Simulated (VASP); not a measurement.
# ZrTi3C4 (Pmmm) in VASP: a series of runs, part 2 of 2

VASP 6.6.1. Earlier steps stand in the parts before.

## Step 4: Single point, r2SCAN

The input, POSCAR:

```
ZrTi3C4
1.0
    3.1379051000      0.0000000000      0.0000000000
    0.0000000000      4.4470501000      0.0000000000
    0.0000000000      0.0000000000      6.2747391000
Zr Ti C
1 3 4
Direct
    0.5000000000      0.5000000000      0.5000000000
    0.0000000000      0.0000000000      0.2441250000
    0.0000000000      0.0000000000      0.7558750000
    0.5000000000      0.5000000000      0.0000000000
    0.0000000000      0.5000000000      0.7628410000
    0.5000000000      0.0000000000      0.0000000000
    0.0000000000      0.5000000000      0.2371590000
    0.5000000000      0.0000000000      0.5000000000
```

The input, INCAR.step1:

```
ALGO     = Normal         # electronic algorithm
EDIFF    = 1E-4           # SCF threshold, eV
ENCUT    = 520            # plane-wave cutoff, eV
GGA      = PE             # functional
ISMEAR   = 0              # smearing method
LASPH    = T              # aspherical terms in the spheres
LCHARG   = F              # write CHGCAR
LREAL    = F              # projectors in reciprocal space
LWAVE    = T              # write WAVECAR
NBANDS   = 42             # bands
NELM     = 100            # most SCF steps
PREC     = Accurate       # precision mode
SIGMA    = 0.1            # smearing width, eV
```

The input, INCAR.step2:

```
ALGO     = Normal         # electronic algorithm
EDIFF    = 1E-6           # SCF threshold, eV
ENCUT    = 520            # plane-wave cutoff, eV
ISIF     = 2              # what is computed and relaxed
ISMEAR   = 0              # smearing method
ISTART   = 1            
LASPH    = T              # aspherical terms in the spheres
LCHARG   = F              # write CHGCAR
LMIXTAU  = T            
LREAL    = F              # projectors in reciprocal space
LWAVE    = F              # write WAVECAR
METAGGA  = R2SCAN         # meta-GGA
NBANDS   = 42             # bands
NELM     = 100            # most SCF steps
PREC     = Accurate       # precision mode
SIGMA    = 0.1            # smearing width, eV
```

The input, KPOINTS:

```
k-points
0
Gamma
  12 8 6
```

Potentials or basis: VASP PAW PBE potentials, release 64 (Zr_sv, Ti_sv, C).

On the command line:

```
$ cat potpaw_PBE.64/Zr_sv/POTCAR potpaw_PBE.64/Ti_sv/POTCAR potpaw_PBE.64/C/POTCAR > POTCAR
$ cp INCAR.step1 INCAR
$ mpirun -np 1 vasp_std > vasp.out
$ cp INCAR.step2 INCAR
$ mpirun -np 1 vasp_std > vasp.out
```

OUTCAR:

```text
EDIFF = 1E-6
   ENCUT = 520
   ISIF = 2
   ISMEAR = 0
   ISTART = 1
   LASPH = T
   LREAL = F
   METAGGA = R2SCAN
   NELM = 100
   PREC = Accurate

 ion  position               nearest neighbor table
   1  0.500  0.500  0.500-   8 2.22   8 2.22   5 2.28   7 2.28   5 2.28   7 2.28   4 3.14   4 3.14
                             3 3.16   3 3.16   2 3.16   3 3.16   2 3.16   2 3.16   2 3.16   3 3.16
   2  0.000  0.000  0.244-   6 2.19   6 2.19   7 2.22   7 2.22   8 2.24   8 2.24   1 3.16   1 3.16
                             1 3.16   1 3.16
   3  0.000  0.000  0.756-   6 2.19   6 2.19   5 2.22   5 2.22   8 2.24   8 2.24   1 3.16   1 3.16
                             1 3.16   1 3.16
   4  0.500  0.500  0.000-   5 2.16   7 2.16   5 2.16   7 2.16   6 2.22   6 2.22   1 3.14   1 3.14

   5  0.000  0.500  0.763-   4 2.16   4 2.16   3 2.22   3 2.22   1 2.28   1 2.28
   6  0.500  0.000  0.000-   2 2.19   3 2.19   2 2.19   3 2.19   4 2.22   4 2.22
   7  0.000  0.500  0.237-   4 2.16   4 2.16   2 2.22   2 2.22   1 2.28   1 2.28
   8  0.500  0.000  0.500-   1 2.22   1 2.22   3 2.24   2 2.24   2 2.24   3 2.24

  LATTYP: Found a simple orthorhombic cell.
 ALAT       =     3.1379051000
 B/A-ratio  =     1.4172035031
 C/A-ratio  =     1.9996586576

  Lattice vectors:

 A1 = (   3.1379051000,   0.0000000000,   0.0000000000)
 A2 = (   0.0000000000,   4.4470501000,   0.0000000000)
 A3 = (   0.0000000000,   0.0000000000,   6.2747391000)

Analysis of symmetry for initial positions (statically):
=====================================================================
 Subroutine PRICEL returns:
 Original cell was already a primitive cell.

 Routine SETGRP: Setting up the symmetry group for a
 simple orthorhombic supercell.

 Subroutine GETGRP returns: Found  8 space group operations
 (whereof  8 operations were pure point group operations)
 out of a pool of  8 trial point group operations.

The static configuration has the point symmetry D_2h.

Analysis of symmetry for dynamics (positions and initial velocities):
=====================================================================
 Subroutine PRICEL returns:
 Original cell was already a primitive cell.

 Routine SETGRP: Setting up the symmetry group for a
 simple orthorhombic supercell.

 Subroutine GETGRP returns: Found  8 space group operations
 (whereof  8 operations were pure point group operations)
 out of a pool of  8 trial point group operations.

The dynamic configuration has the point symmetry D_2h.

 Subroutine INISYM returns: Found  8 space group operations
 (whereof  8 operations are pure point group operations),
 and found     1 'primitive' translations

----------------------------------------------------------------------------------------

                                     Primitive cell

  volume of cell :      87.5604

  direct lattice vectors                    reciprocal lattice vectors
     3.137905100  0.000000000  0.000000000     0.318683953  0.000000000  0.000000000
     0.000000000  4.447050100  0.000000000     0.000000000  0.224868166  0.000000000
     0.000000000  0.000000000  6.274739100     0.000000000  0.000000000  0.159369176

  length of vectors
     3.137905100  4.447050100  6.274739100     0.318683953  0.224868166  0.159369176

  position of ions in fractional coordinates (direct lattice)
[... 71 lines left out ...]
  0.166667  0.375000  0.000000      4.000000
 [... further k-points ...]
   k-points           NKPTS =    140   k-points in BZ     NKDIM =    140   number of bands    NBANDS=     42
   number of dos      NEDOS =    301   number of ions     NIONS =      8
   total plane-waves  NPLWV =  41472
   dimension x,y,z NGX =    24 NGY =   36 NGZ =   48
   dimension x,y,z NGXF=    48 NGYF=   72 NGZF=   96
   ions per type =               1   3   4
   NGX,Y,Z   is equivalent  to a cutoff of  12.72, 13.46, 12.72 a.u.
   NGXF,Y,Z  is equivalent  to a cutoff of  25.43, 26.92, 25.43 a.u.
 SYSTEM =  unknown system
   PREC   = accura    normal or accurate (medium, high low for compatibility)
   ISTART =      1    job   : 0-new  1-cont  2-samecut
   ICHARG =      0    charge: 1-file 2-atom 10-const
   ISPIN  =      1    spin polarized calculation?
   LNONCOLLINEAR =      F non collinear calculations
   LSORBIT =      F    spin-orbit coupling
   LASPH  =      T    aspherical Exc in radial PAW
   ENCUT  =  520.0 eV  38.22 Ry    6.18 a.u.   5.83  8.27 11.67*2*pi/ulx,y,z
   NELM   =    100;   NELMIN=  2; NELMDL=  0     # of ELM steps
   EDIFF  = 0.1E-05   stopping-criterion for ELM
   LREAL  =      F    real-space projection
   EDIFFG = 0.1E-04   stopping-criterion for IOM
   NSW    =      0    number of steps for IOM
   IBRION =     -1    ionic relax: 0-MD 1-quasi-New 2-CG
   NFREE  =      0    steps in history (QN), initial steepest desc. (CG)
   ISIF   =      2    stress and relaxation
   ISYM   =      2    0-nonsym 1-usesym 2-fastsym
   POTIM  = 0.5000    time-step for ionic-motion
   TEBEG  =    0.0;   TEEND  =   0.0 temperature during run
   PSTRESS=    0.0 pullay stress
   NELECT =      64.0000    total number of electrons
   NUPDOWN=      -1.0000    fix difference up-down
   EMIN   =  10.00;   EMAX   =-10.00  energy-range for DOS
   EFERMI =   0.00;   METHOD = LEGACY
   ISMEAR =     0;   SIGMA  =   0.10  broadening in eV -4-tet -1-fermi 0-gaus
   EFERMI_NEDOS =   21; number of points for ismear=-14 and -15
   IALGO  =     38    algorithm
   IMIX   =      4    mixing-type and parameters
     AMIX     =   0.40;   BMIX     =  1.00
     AMIX_MAG =   1.60;   BMIX_MAG =  1.00
  volume/ion in A,a.u.               =      10.95        73.86
  Fermi-wavevector in a.u.,A,eV,Ry     =   1.474684  2.786749 29.588496  2.174693
  Thomas-Fermi vector in A             =   2.589425
   LORBIT       =      0    0 simple, 1 ext, 2 COOP (PROOUT), +10 PAW based schemes
   METAGGA = R2SCAN    functional components
   LHFCALC =     F    Hartree Fock is set to
   AEXX    =    0.0000 exact exchange contribution
   IVDW    =     0    specifies the selected vdW correction
   LEPSILON=     F    determine dielectric tensor
   LRPA    =     F    only Hartree local field effects (RPA)
 non-spin polarized calculation
 Gauss-broadening in eV      SIGMA  =   0.10
  energy-cutoff  :      520.00
  volume of cell :       87.56
 maximum number of plane-waves:      2380
 NGX is ok and might be reduce to    24
   NGX = 11   NGY = 17   NGZ = 23

 number of electron      63.9999991 magnetization

 Free energy of the ion-electron system (eV)
  ---------------------------------------------------
  ext. energy  EPLUGINS =         0.00000000
  ---------------------------------------------------
  free energy    TOTEN  =      -108.81926816 eV

  energy without entropy =     -108.81484513  energy(sigma->0) =     -108.81705664

 E-fermi :   9.4688     XC(G=0): -13.3539

 val. band max:        9.4640475507   @ k =   0.4167   0.0000   0.3333
 cond. band min:       9.4698074196   @ k =   0.3333   0.0000   0.5000
 fundamental gap:      0.0057598690
 Fermi energy:         9.4687827194

 k-point     1 :       0.0000    0.0000    0.0000
  band No.  band energies     occupation
      1     -49.7033      2.00000
      2     -49.6803      2.00000
      3     -49.5056      2.00000
      4     -39.9268      2.00000
      5     -25.0327      2.00000
      6     -24.9895      2.00000
[... 1069 lines left out ...]
     41      12.8952      0.00000
     42      13.7289      0.00000

 [... further k-points ...]

------------------------ aborting loop because EDIFF is reached ----------------------------------------

  FORCE on cell =-STRESS in cart. coord.  units (eV):
  Direction    XX          YY          ZZ          XY          YZ          ZX
  --------------------------------------------------------------------------------------
  -------------------------------------------------------------------------------------
  Total        0.0353126      0.1037084      0.0756127     -0.0000000      0.0000000      0.0000000
  in kB        0.6461485      1.8976542      1.3835589     -0.0000000      0.0000000      0.0000000
  external PRESSURE =       1.3091205 kB  Pullay stress =       0.0000000 kB

 VOLUME and BASIS-vectors are now :
 -----------------------------------------------------------------------------
  energy-cutoff  :      520.00
  volume of cell :       87.56
      direct lattice vectors                 reciprocal lattice vectors
     3.137905100  0.000000000  0.000000000     0.318683953  0.000000000  0.000000000
     0.000000000  4.447050100  0.000000000     0.000000000  0.224868166  0.000000000
     0.000000000  0.000000000  6.274739100     0.000000000  0.000000000  0.159369176

 POSITION                                       TOTAL-FORCE (eV/Angst)
 -----------------------------------------------------------------------------------
      1.56895      2.22353      3.13737         0.000000      0.000000      0.000000
      0.00000      0.00000      1.53182         0.000000      0.000000     -0.008183
      0.00000      0.00000      4.74292        -0.000000      0.000000      0.008183
      1.56895      2.22353      0.00000         0.000000      0.000000      0.000000
      0.00000      2.22353      4.78663         0.000000      0.000000     -0.007844
      1.56895      0.00000      0.00000         0.000000      0.000000      0.000000
      0.00000      2.22353      1.48811         0.000000      0.000000      0.007844
      1.56895      0.00000      3.13737         0.000000      0.000000      0.000000
 -----------------------------------------------------------------------------------
    total drift:                                0.000000     -0.000000     -0.000000

  FREE ENERGIE OF THE ION-ELECTRON SYSTEM (eV)
  ---------------------------------------------------
  free  energy   TOTEN  =      -108.8192681607 eV

  energy  without entropy=     -108.8148451281  energy(sigma->0) =     -108.81705664
```

Run time: 30 min. Hardware: 1 thread of Oxide Virtual Turin-like, shared host; peak memory 0.49 GiB.

What came out:

| Quantity | Value |
| --- | --- |
| Free energy | -108.8193 eV |
| Pressure | 0.1 GPa |
| Largest force | 0.008 eV/Å |
| Band gap on the k mesh | zero (bands 32 and 33 overlap by 1.30 eV) |

Forces in eV/Å, atoms in the order of the input:
```
Zr   0.000  0.000  0.000
Ti   0.000  0.000 -0.008
Ti   0.000  0.000  0.008
Ti   0.000  0.000  0.000
C    0.000  0.000 -0.008
C    0.000  0.000  0.000
C    0.000  0.000  0.008
C    0.000  0.000  0.000
```

Stress tensor (GPa, compression positive):
```
0.06 0.00 0.00
0.00 0.19 0.00
0.00 0.00 0.14
```

Caveat: the PAW data sets were made with another functional, which shifts forces and pressure a little.

## Step 5: The runs side by side

```tsv
level	k mesh	gap on the mesh (eV)	pressure (GPa)	largest force (eV/Å)
PBE	6 × 4 × 4	none	0.2	0.03
PBE	12 × 8 × 6	none	0.2	-
r2SCAN	12 × 8 × 6	none	0.1	0.01
```

Alike in all rows: task single point; potentials or basis VASP PAW PBE potentials, release 64 (Zr_sv, Ti_sv, C); no spin polarisation; cell as given; cutoff (eV) 520; smearing gaussian 0.1 eV.

Caveats: the PAW data sets were made with another functional, which shifts forces and pressure a little (at least some runs).

Total energies depend on the potentials used, so only differences within one code and one set of settings carry meaning.
